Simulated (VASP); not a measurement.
# K4InP2 (R-3m) in VASP: further runs, part 2 of 2

VASP 6.6.1.

## Step 3: Relaxation of cell and atoms, PBEsol

The input, INCAR:

```
ALGO = Normal
EDIFF = 1E-6
EDIFFG = -0.01
ENCUT = 600
GGA = PS
IBRION = 2
ISIF = 3
ISMEAR = 0
LASPH = True
LCHARG = False
LREAL = False
LWAVE = False
NELM = 60
NSW = 60
PREC = Accurate
SIGMA = 0.0139
```

The input, KPOINTS:

```
k-points
0
Gamma
  4 4 4
```

The input, POSCAR:

```
K4InP2
1.0
    2.8337970000      4.9082800000      0.0000000000
   -2.8337970000      4.9082800000      0.0000000000
    0.0000000000     -3.2721830000      8.9869290000
K In P
4 1 2
Direct
    0.3891000000      0.3891000000      0.1673000000
    0.6109000000      0.6109000000      0.8327000000
    0.2080000000      0.2080000000      0.6240000000
    0.7920000000      0.7920000000      0.3760000000
    0.0000000000      0.0000000000      0.0000000000
    0.0883000000      0.0883000000      0.2649000000
    0.9117000000      0.9117000000      0.7351000000
```

Potentials or basis: VASP PAW PBE potentials, release 64 (K_sv, In_d, P).

Started as:

```bash
> cat potpaw_PBE.64/K_sv/POTCAR potpaw_PBE.64/In_d/POTCAR potpaw_PBE.64/P/POTCAR > POTCAR
> mpirun -np 1 vasp_std > vasp.out
```

OUTCAR:

```text
EDIFF = 1E-6
   EDIFFG = -0.01
   ENCUT = 600
   GGA = PS
   IBRION = 2
   ISIF = 3
   ISMEAR = 0
   LASPH = True
   LREAL = False
   NELM = 60
   NSW = 60
   PREC = Accurate

 ion  position               nearest neighbor table
   1  0.389  0.389  0.167-   5 3.60   5 3.60   5 3.60   4 3.77   4 3.77   4 3.77
   2  0.611  0.611  0.833-   5 3.60   5 3.60   5 3.60   3 3.77   3 3.77   3 3.77
   3  0.208  0.208  0.624-   6 3.23   2 3.77   2 3.77   2 3.77
   4  0.792  0.792  0.376-   7 3.23   1 3.77   1 3.77   1 3.77
   5  0.000  0.000  0.000-   6 2.38   7 2.38   2 3.60   2 3.60   1 3.60   1 3.60   1 3.60   2 3.60

   6  0.088  0.088  0.265-   5 2.38   3 3.23
   7  0.912  0.912  0.735-   5 2.38   4 3.23

  LATTYP: Found a trigonal (rhomboedric) cell.
 ALAT       =     9.5641053780
 COS(alpha) =     0.8244184815

  Lattice vectors:

 A1 = (  -2.8337970000,   1.6360970000,   8.9869290000)
 A2 = (   0.0000000000,  -3.2721830000,   8.9869290000)
 A3 = (   2.8337970000,   1.6360970000,   8.9869290000)

Analysis of symmetry for initial positions (statically):
=====================================================================
 Subroutine PRICEL returns:
 Original cell was already a primitive cell.

 Routine SETGRP: Setting up the symmetry group for a
 trigonal (rhombohedral) supercell.

 Subroutine GETGRP returns: Found 12 space group operations
 (whereof 12 operations were pure point group operations)
 out of a pool of 12 trial point group operations.

The static configuration has the point symmetry D_3d.

Analysis of symmetry for dynamics (positions and initial velocities):
=====================================================================
 Subroutine PRICEL returns:
 Original cell was already a primitive cell.

 Routine SETGRP: Setting up the symmetry group for a
 trigonal (rhombohedral) supercell.

 Subroutine GETGRP returns: Found 12 space group operations
[... 122 lines left out ...]
  volume/ion in A,a.u.               =      35.71       241.01
  Fermi-wavevector in a.u.,A,eV,Ry     =   1.011686  1.911809 13.925678  1.023508
  Thomas-Fermi vector in A             =   2.144750
   LORBIT       =      0    0 simple, 1 ext, 2 COOP (PROOUT), +10 PAW based schemes
   GGA     = PS    functional components
   LHFCALC =     F    Hartree Fock is set to
   AEXX    =    0.0000 exact exchange contribution
   IVDW    =     0    specifies the selected vdW correction
   LEPSILON=     F    determine dielectric tensor
   LRPA    =     F    only Hartree local field effects (RPA)
 conjugate gradient relaxation of ions
 non-spin polarized calculation
 Gauss-broadening in eV      SIGMA  =   0.01
  energy-cutoff  :      600.00
  volume of cell :      250.00
 maximum number of plane-waves:      8372
 NGX is ok and might be reduce to    48
   NGX = 23   NGY = 23   NGZ = 39

--------------------------------------- Ionic step        1  -------------------------------------------

 number of electron      59.0000005 magnetization

 Free energy of the ion-electron system (eV)
  ---------------------------------------------------
  ext. energy  EPLUGINS =         0.00000000
  ---------------------------------------------------
  free energy    TOTEN  =       -20.60989795 eV

  energy without entropy =      -20.60820742  energy(sigma->0) =      -20.60905268

------------------------ aborting loop because EDIFF is reached ----------------------------------------

  FORCE on cell =-STRESS in cart. coord.  units (eV):
  Direction    XX          YY          ZZ          XY          YZ          ZX
  --------------------------------------------------------------------------------------
  -------------------------------------------------------------------------------------
  Total        0.1928432      0.1928432      1.7077755     -0.0000000      0.0000007      0.0000000
  in kB        1.2358781      1.2358779     10.9446527     -0.0000000      0.0000045      0.0000000
  external PRESSURE =       4.4721362 kB  Pullay stress =       0.0000000 kB
[... 104 lines left out ...]
  FREE ENERGIE OF THE ION-ELECTRON SYSTEM (eV)
  ---------------------------------------------------
  free  energy   TOTEN  =       -20.6249226369 eV

  energy  without entropy=      -20.6227302840  energy(sigma->0) =      -20.62382646

[... ionic steps 4 to 16 ...]

--------------------------------------- Ionic step       17  -------------------------------------------

 number of electron      59.0000002 magnetization

------------------------ aborting loop because EDIFF is reached ----------------------------------------
[... 77 lines left out ...]
--------------------------------------- Ionic step       19  -------------------------------------------

 number of electron      59.0000002 magnetization

 Free energy of the ion-electron system (eV)
  ---------------------------------------------------
  ext. energy  EPLUGINS =         0.00000000
  ---------------------------------------------------
  free energy    TOTEN  =       -20.65784959 eV

  energy without entropy =      -20.65690552  energy(sigma->0) =      -20.65737755

 E-fermi :   2.2679     XC(G=0):  -7.6109

 val. band max:        2.2406342017   @ k =   0.2500   0.2500  -0.0000
 cond. band min:       2.2774008412   @ k =   0.5000   0.2500  -0.0000
 fundamental gap:      0.0367666396
 Fermi energy:         2.2679333999

 k-point     1 :       0.0000    0.0000    0.0000
  band No.  band energies     occupation
      1     -29.2762      2.00000
      2     -29.2687      2.00000
      3     -29.2311      2.00000
      4     -29.2210      2.00000
      5     -13.2854      2.00000
      6     -13.0785      2.00000
[... 517 lines left out ...]
  FREE ENERGIE OF THE ION-ELECTRON SYSTEM (eV)
  ---------------------------------------------------
  free  energy   TOTEN  =       -20.6578495876 eV

  energy  without entropy=      -20.6569055173  energy(sigma->0) =      -20.65737755

 reached required accuracy - stopping structural energy minimisation
```

OSZICAR:

```text
N       E                     dE             d eps       ncg     rms          rms(c)
DAV:   1     0.550164077098E+03    0.55016E+03   -0.27862E+04   910   0.169E+03
DAV:   2     0.398918936744E+02   -0.51027E+03   -0.49848E+03   976   0.454E+02
DAV:   3    -0.198085244963E+02   -0.59700E+02   -0.58684E+02  1316   0.150E+02
[... 179 lines left out ...]
DAV:   3    -0.206578380672E+02    0.17209E-03   -0.56315E-04  1376   0.266E-01    0.597E-02
DAV:   4    -0.206578436365E+02   -0.55693E-05   -0.73859E-05  1435   0.677E-02    0.318E-02
DAV:   5    -0.206578471670E+02   -0.35305E-05   -0.28070E-05  1617   0.532E-02    0.544E-03
DAV:   6    -0.206578486065E+02   -0.14396E-05   -0.19794E-06   763   0.173E-02    0.277E-03
DAV:   7    -0.206578495876E+02   -0.98104E-06   -0.10338E-06   482   0.787E-03
  19 F= -.20657850E+02 E0= -.20657378E+02  d E =-.126784E-03
```

CONTCAR:

```text
K4InP2
   1.00000000000000
     2.8498036208008908    4.9360042742449854    0.0000000134045312
    -2.8498036208008908    4.9360042742449854    0.0000000134045312
     0.0000000000000000   -3.2906658039223626    9.0494615968697367
  K               In              P
     4     1     2
Direct
     0.3959794209713817    0.3959794209713817    0.1879382629773129
     0.6040205790286181    0.6040205790286181    0.8120617370226870
     0.2095713953613807    0.2095713953613807    0.6287141861084747
     0.7904286046386192    0.7904286046386192    0.3712858138915253
     0.0000000000000000    0.0000000000000000    0.0000000000000000
     0.0891260020450911    0.0891260020450911    0.2673780061223104
     0.9108739979549089    0.9108739979549089    0.7326219938776897

  0.00000000E+00  0.00000000E+00  0.00000000E+00
  0.00000000E+00  0.00000000E+00  0.00000000E+00
  0.00000000E+00  0.00000000E+00  0.00000000E+00
  0.00000000E+00  0.00000000E+00  0.00000000E+00
  0.00000000E+00  0.00000000E+00  0.00000000E+00
  0.00000000E+00  0.00000000E+00  0.00000000E+00
  0.00000000E+00  0.00000000E+00  0.00000000E+00
```

Run time: 29 min. Hardware: 1 thread of Intel Xeon Platinum 8375C at 2.90GHz (Ice Lake), shared host; peak memory 0.55 GiB.

What came out:

```yaml
Free_energy: -20.6578 eV
Relaxed_volume: 36.37 Å³/atom
Relaxed_cell: a = 5.700 Å, b = 5.700 Å, c = 9.629 Å, α = 107.21°, β = 107.21°, γ = 60.00°
Space_group_after_relaxing_to_0.1_Å: R-3m (No. 166)
Energy_gained_by_relaxing: 6.9 meV/atom
Ionic_steps: 19
Pressure_after_relaxing: 0.0 GPa
Largest_force_after_relaxing: 0.010 eV/Å
Band_gap_on_the_k_mesh: zero (an odd number of electrons rules out a gap without spin polarisation)
```

Forces on the atoms (eV/Å):
```
K    0.000  0.000  0.010
K    0.000  0.000 -0.010
K    0.000  0.000  0.007
K    0.000  0.000 -0.007
In   0.000  0.000  0.000
P    0.000  0.000  0.001
P    0.000  0.000 -0.001
```

Step by step:
```
step  energy change (eV)  largest force (eV/Å)  pressure (GPa)  volume (Å³)
   1              0.0000                0.3003            0.45       250.00
   2             -0.0150                0.1634            0.01       253.61
   3             -0.0150                0.1616            0.01       253.53
   4             -0.0183                0.1545            0.01       254.03
   5             -0.0270                0.1340           -0.02       255.53
   6             -0.0375                0.0806           -0.17       258.55
   7             -0.0387                0.0552           -0.25       260.05
   8             -0.0428                0.1157           -0.01       257.01
   9             -0.0429                0.1403            0.04       256.24
  10             -0.0456                0.0309            0.05       254.51
  11             -0.0456                0.0272            0.04       254.45
  12             -0.0465                0.0178            0.01       254.84
  13             -0.0473                0.0160           -0.04       255.36
  14             -0.0471                0.0563           -0.13       256.39
  15             -0.0475                0.0290           -0.08       255.77
  16             -0.0478                0.0227            0.01       255.02
  17             -0.0478                0.0137           -0.02       255.26
  18             -0.0479                0.0112            0.00       254.95
  19             -0.0480                0.0096            0.02       254.59
```

Final structure:
```
CELL_PARAMETERS angstrom
2.84980 4.93600 0.00000
-2.84980 4.93600 0.00000
0.00000 -3.29067 9.04946
ATOMIC_POSITIONS crystal
K 0.39598 0.39598 0.18794
K 0.60402 0.60402 0.81206
K 0.20957 0.20957 0.62871
K 0.79043 0.79043 0.37129
In 0.00000 0.00000 0.00000
P 0.08913 0.08913 0.26738
P 0.91087 0.91087 0.73262
```

Caveat: the PAW data sets were made with another functional, which shifts forces and pressure a little; spin-orbit coupling is left out, which moves the levels of the heavy elements.

The gap in the log of VASP goes by the Fermi energy; the results here count the filled bands.